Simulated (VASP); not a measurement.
Runs of VASP 6.6.1 on MoSe. The structure is that of space group Pm-3m (No. 221), or close to it. The cells are those of the table. 

| task | level | spin | U | cell | cutoff (eV) | smearing | gap on the mesh (eV) | pressure (GPa) | moment (μB) |
| --- | --- | --- | --- | --- | --- | --- | --- | --- | --- |
| single point | r2SCAN | off | - | a = 3.107 Å, 2 atoms | 520 | gaussian 0.1 eV | none | 5.9 | - |
| relaxation of cell and atoms | PBEsol | off | - | relaxed from a = 3.135 Å, 2 atoms | 600 | gaussian 0.1 eV | none | -0.1 | - |
| single point | PBEsol+U | collinear, ferromagnetic start | Mo d U = 3.0 eV | a = 3.107 Å, 2 atoms | 520 | gaussian 0.05 eV | none | 7.8 | 1.07 |
| single point | r2SCAN | collinear, ferromagnetic start | - | a = 3.107 Å, 2 atoms | 520 | gaussian 0.1 eV | none | 5.9 | 0.00 |
| single point | PBEsol | off | - | a = 3.107 Å, 2 atoms | 520 | gaussian 0.1 eV | none | (a) | - |

Alike in all rows: potentials or basis VASP PAW PBE potentials, release 64 (Mo_sv, Se); k mesh 14 × 14 × 14.

**Question.** Estimate the missing entries.

**Answer.** (a) 0.5.

Caveats: the PAW data sets were made with another functional, which shifts forces and pressure a little.

A k mesh can miss the band edges, and the runs leave out spin-orbit coupling on Mo, Se.

A gap of «none» marks levels without a gap at the run's occupations.
